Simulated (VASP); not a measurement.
# Sr3ZnB2 in VASP: relaxation of cell and atoms with r2SCAN

Aim: the relaxation of cell and atoms of Sr3ZnB2 with r2SCAN.

All numbers are computed with VASP 6.6.1; they aren't measurements. Logs are shortened: lines on timing, memory, paths and dates and some standing lists are left out, and cuts for length are marked.

**1. The cell of the first run**

The typed cell holds 6 atoms: a = 5.989 Å, b = 5.989 Å, c = 3.757 Å, α = 90.00°, β = 90.00°, γ = 60.00°.

**2. Relaxation of cell and atoms, r2SCAN**

The input, POSCAR:

```
Sr3ZnB2
1.0
    2.9943260000      5.1863220000      0.0000000000
   -2.9943260000      5.1863220000      0.0000000000
    0.0000000000      0.0000000000      3.7565190000
B Sr Zn
2 3 1
Direct
    0.3333000000      0.3334000000      0.0000000000
    0.6666000000      0.6667000000      0.0000000000
    0.5000000000      0.5000000000      0.5000000000
    0.5000000000      0.0000000000      0.5000000000
    0.0000000000      0.5000000000      0.5000000000
    0.0000000000      0.0000000000      0.0000000000
```

The input, INCAR.step1:

```
PREC = Accurate
ENCUT = 550
ISMEAR = -1
SIGMA = 0.0562
LREAL = False
LASPH = True
NELM = 120
GGA = PE
ALGO = Normal
EDIFF = 1E-5
LWAVE = True
LCHARG = False
GGA_COMPAT = False
IBRION = 2
ISIF = 3
EDIFFG = -0.005
NELMIN = 4
NSW = 100
KPAR = 4
```

The input, INCAR.step2:

```
PREC = Accurate
ENCUT = 550
EDIFF = 1E-7
ISMEAR = -1
SIGMA = 0.0562
LREAL = False
LASPH = True
NELM = 120
ALGO = Normal
ISIF = 3
LWAVE = False
LCHARG = False
METAGGA = R2SCAN
LMIXTAU = True
IBRION = 2
NSW = 80
EDIFFG = -0.01
ISTART = 1
GGA_COMPAT = False
NELMIN = 4
KPAR = 4
```

The input, KPOINTS:

```
Automatic mesh
0
Gamma
  7 7 9
```

Potentials or basis: VASP PAW PBE potentials, release 64 (B, Sr_sv, Zn).

Run with:

```bash
$ cat potpaw_PBE.64/B/POTCAR potpaw_PBE.64/Sr_sv/POTCAR potpaw_PBE.64/Zn/POTCAR > POTCAR
$ cp INCAR.step1 INCAR
$ mpirun -np 4 vasp_std > vasp.out
$ cp INCAR.step2 INCAR
$ mpirun -np 4 vasp_std > vasp.out
```

OUTCAR:

```text
PREC = Accurate
   ENCUT = 550
   EDIFF = 1E-7
   ISMEAR = -1
   LREAL = False
   LASPH = True
   NELM = 120
   ISIF = 3
   METAGGA = R2SCAN
   IBRION = 2
   NSW = 80
   EDIFFG = -0.01
   ISTART = 1
   NELMIN = 4

 ion  position               nearest neighbor table
   1  0.333  0.333  0.000-   3 2.55   3 2.55   5 2.55   5 2.55   4 2.55   4 2.55
   2  0.667  0.667  0.000-   3 2.55   3 2.55   4 2.55   4 2.55   5 2.55   5 2.55
   3  0.500  0.500  0.500-   1 2.55   2 2.55   1 2.55   2 2.55   4 2.99   5 2.99   4 2.99   5 2.99
                             6 3.53   6 3.53   6 3.53   6 3.53   5 4.80   4 4.80   4 4.80   5 4.80
   4  0.500  0.000  0.500-   2 2.55   2 2.55   1 2.55   1 2.55   3 2.99   3 2.99   5 2.99   5 2.99
                             6 3.53   6 3.53   6 3.53   6 3.53   3 4.80   3 4.80   3 4.80   3 4.80
   5  0.000  0.500  0.500-   1 2.55   1 2.55   2 2.55   2 2.55   3 2.99   3 2.99   4 2.99   4 2.99
                             6 3.53   6 3.53   6 3.53   6 3.53   3 4.80   3 4.80   3 4.80   3 4.80
   6  0.000  0.000  0.000-   4 3.53   5 3.53   4 3.53   5 3.53   5 3.53   5 3.53   4 3.53   4 3.53
                             3 3.53   3 3.53   3 3.53   3 3.53

  LATTYP: Found a hexagonal cell.
 ALAT       =     5.9886496042
 C/A-ratio  =     0.6272731331

  Lattice vectors:

 A1 = (   2.9943260000,  -5.1863220000,   0.0000000000)
 A2 = (   2.9943260000,   5.1863220000,   0.0000000000)
 A3 = (   0.0000000000,   0.0000000000,   3.7565190000)

Analysis of symmetry for initial positions (statically):
=====================================================================
 Subroutine PRICEL returns:
 Original cell was already a primitive cell.

 Routine SETGRP: Setting up the symmetry group for a
 hexagonal supercell.

 Subroutine GETGRP returns: Found  4 space group operations
 (whereof  4 operations were pure point group operations)
 out of a pool of 24 trial point group operations.

The static configuration has the point symmetry C_2v.

Analysis of symmetry for dynamics (positions and initial velocities):
=====================================================================
 Subroutine PRICEL returns:
 Original cell was already a primitive cell.

 Routine SETGRP: Setting up the symmetry group for a
 hexagonal supercell.

 Subroutine GETGRP returns: Found  4 space group operations
 (whereof  4 operations were pure point group operations)
 out of a pool of 24 trial point group operations.

The dynamic configuration has the point symmetry C_2v.

 Subroutine INISYM returns: Found  4 space group operations
 (whereof  4 operations are pure point group operations),
 and found     1 'primitive' translations

----------------------------------------------------------------------------------------

                                     Primitive cell

  volume of cell :     116.6740

  direct lattice vectors                    reciprocal lattice vectors
     2.994326000  5.186322000  0.000000000     0.166982486  0.096407435  0.000000000
    -2.994326000  5.186322000  0.000000000    -0.166982486  0.096407435  0.000000000
[... 101 lines left out ...]
   POTIM  = 0.5000    time-step for ionic-motion
   TEBEG  =    0.0;   TEEND  =   0.0 temperature during run
   PSTRESS=    0.0 pullay stress
   NELECT =      48.0000    total number of electrons
   NUPDOWN=      -1.0000    fix difference up-down
   EMIN   =  10.00;   EMAX   =-10.00  energy-range for DOS
   EFERMI =   0.00;   METHOD = LEGACY
   ISMEAR =    -1;   SIGMA  =   0.06  broadening in eV -4-tet -1-fermi 0-gaus
   EFERMI_NEDOS =   21; number of points for ismear=-14 and -15
   IALGO  =     38    algorithm
   IMIX   =      4    mixing-type and parameters
     AMIX     =   0.40;   BMIX     =  1.00
     AMIX_MAG =   1.60;   BMIX_MAG =  1.00
  volume/ion in A,a.u.               =      19.45       131.23
  Fermi-wavevector in a.u.,A,eV,Ry     =   1.217579  2.300891 20.170623  1.482499
  Thomas-Fermi vector in A             =   2.352895
   LORBIT       =      0    0 simple, 1 ext, 2 COOP (PROOUT), +10 PAW based schemes
   METAGGA = R2SCAN    functional components
   LHFCALC =     F    Hartree Fock is set to
   AEXX    =    0.0000 exact exchange contribution
   IVDW    =     0    specifies the selected vdW correction
   LEPSILON=     F    determine dielectric tensor
   LRPA    =     F    only Hartree local field effects (RPA)
 conjugate gradient relaxation of ions
 non-spin polarized calculation
  energy-cutoff  :      550.00
  volume of cell :      116.67
 maximum number of plane-waves:      3446
 NGX is ok and might be reduce to    48
   NGX = 23   NGY = 23   NGZ = 15

--------------------------------------- Ionic step        1  -------------------------------------------

 number of electron      48.0000008 magnetization

 Free energy of the ion-electron system (eV)
  ---------------------------------------------------
  ext. energy  EPLUGINS =         0.00000000
  ---------------------------------------------------
  free energy    TOTEN  =       -60.72986988 eV

  energy without entropy =      -60.67651364  energy(sigma->0) =      -60.70319176

 E-fermi :   3.6365     XC(G=0): -10.7617

 val. band max:        3.6322999512   @ k =   0.2857   0.0000   0.2222
 cond. band min:       3.6434389100   @ k =   0.2857   0.0000   0.2222
 fundamental gap:      0.0111389588
 Fermi energy:         3.6365119840

 k-point     1 :       0.0000    0.0000    0.0000
  band No.  band energies     occupation
      1     -32.8498      2.00000
      2     -32.3656      2.00000
      3     -32.3653      2.00000
      4     -16.2484      2.00000
      5     -14.9279      2.00000
      6     -14.9278      2.00000
[... 848 lines left out ...]
  FREE ENERGIE OF THE ION-ELECTRON SYSTEM (eV)
  ---------------------------------------------------
  free  energy   TOTEN  =       -63.4048418091 eV

  energy  without entropy=      -63.3399697838  energy(sigma->0) =      -63.37240580

[... ionic steps 4 to 11 ...]

--------------------------------------- Ionic step       12  -------------------------------------------

 number of electron      48.0000012 magnetization

------------------------ aborting loop because EDIFF is reached ----------------------------------------
[... 75 lines left out ...]
--------------------------------------- Ionic step       14  -------------------------------------------

 number of electron      47.9999998 magnetization

 Free energy of the ion-electron system (eV)
  ---------------------------------------------------
  ext. energy  EPLUGINS =         0.00000000
  ---------------------------------------------------
  free energy    TOTEN  =       -64.09233794 eV

  energy without entropy =      -64.01805626  energy(sigma->0) =      -64.05519710

 E-fermi :   1.3605     XC(G=0):  -8.6179

 val. band max:        1.3458553865   @ k =   0.4286   0.0000   0.4444
 cond. band min:       1.3630027265   @ k =   0.4286  -0.4286   0.4444
 fundamental gap:      0.0171473400
 Fermi energy:         1.3605440160

 k-point     1 :       0.0000    0.0000    0.0000
  band No.  band energies     occupation
      1     -35.1647      2.00000
      2     -35.1370      2.00000
      3     -35.1370      2.00000
      4     -16.8209      2.00000
      5     -16.7717      2.00000
      6     -16.7716      2.00000
[... 768 lines left out ...]
  FREE ENERGIE OF THE ION-ELECTRON SYSTEM (eV)
  ---------------------------------------------------
  free  energy   TOTEN  =       -64.0923379394 eV

  energy  without entropy=      -64.0180562603  energy(sigma->0) =      -64.05519710

 reached required accuracy - stopping structural energy minimisation
```

OUTCAR.step1:

```text
PREC = Accurate
   ENCUT = 550
   ISMEAR = -1
   LREAL = False
   LASPH = True
   NELM = 120
   GGA = PE
   EDIFF = 1E-5
   IBRION = 2
   ISIF = 3
   EDIFFG = -0.005
   NELMIN = 4
   NSW = 100

[... 1173 lines left out ...]
 cond. band min:       1.3616223603   @ k =   0.2857   0.4286   0.1111
 fundamental gap:      0.0026331323
 Fermi energy:         1.3607690402

 k-point     1 :       0.0000    0.0000    0.0000
  band No.  band energies     occupation
      1     -33.7965      2.00000
      2     -33.7691      2.00000
      3     -33.7691      2.00000
      4     -16.0719      2.00000
      5     -16.0186      2.00000
      6     -16.0185      2.00000
[... 768 lines left out ...]
  FREE ENERGIE OF THE ION-ELECTRON SYSTEM (eV)
  ---------------------------------------------------
  free  energy   TOTEN  =       -14.7311591077 eV

  energy  without entropy=      -14.6496605777  energy(sigma->0) =      -14.69040984

 reached required accuracy - stopping structural energy minimisation
```

Wall time 36 min (4 MPI ranks of Intel Xeon 6975P-C (Granite Rapids), shared host); peak memory 0.49 GiB.

Results:

```yaml
Free_energy: -64.0923 eV
Relaxed_volume: 30.89 Å³/atom
Relaxed_cell: a = 7.784 Å, b = 7.784 Å, c = 3.532 Å, α = 90.00°, β = 90.00°, γ = 60.00°
Space_group_after_relaxing_to_0.05_Å: P6/mmm (No. 191)
Energy_gained_by_relaxing: 560.4 meV/atom
Ionic_steps: 14
Pressure_after_relaxing: 0.0 GPa
Band_gap_on_the_k_mesh: zero (band 24 reaches 1.48 eV, above the bottom of band 25 at 1.19 eV)
```

Step by step:
```tsv
step	energy change (eV)	largest force (eV/Å)	pressure (GPa)	volume (Å³)
1	0.0000	0.0022	20.30	116.67
2	-2.6366	0.0005	1.67	163.41
3	-2.6750	0.0004	-0.73	178.05
4	-2.6858	0.0004	-0.10	173.53
5	-2.8718	0.0004	-0.01	175.80
6	-3.0694	0.0003	0.12	178.99
7	-3.3478	0.0002	0.51	182.08
8	-3.3479	0.0002	0.44	181.74
9	-3.3575	0.0002	0.48	181.97
10	-3.3565	0.0002	0.49	182.01
11	-3.3578	0.0001	-0.31	187.74
12	-3.3608	0.0001	0.05	185.09
13	-3.3624	0.0001	0.01	185.26
14	-3.3625	0.0001	-0.01	185.34
```

Final structure:
```
B Sr Zn
1.0
     3.89184    6.74125    0.00000
    -3.89184    6.74125    0.00000
     0.00000    0.00000    3.53217
B Sr Zn
2 3 1
Direct
  0.33331 0.33336 0.00000
  0.66664 0.66669 0.00000
  0.49999 0.50001 0.50000
  0.49998 0.00002 0.50000
  0.99998 0.50002 0.50000
  0.00000 0.00000 0.00000
```

Caveat: the volume moved by over 15 % at a fixed basis, so the end points are rough; the PAW data sets were made with another functional, which shifts forces and pressure a little.
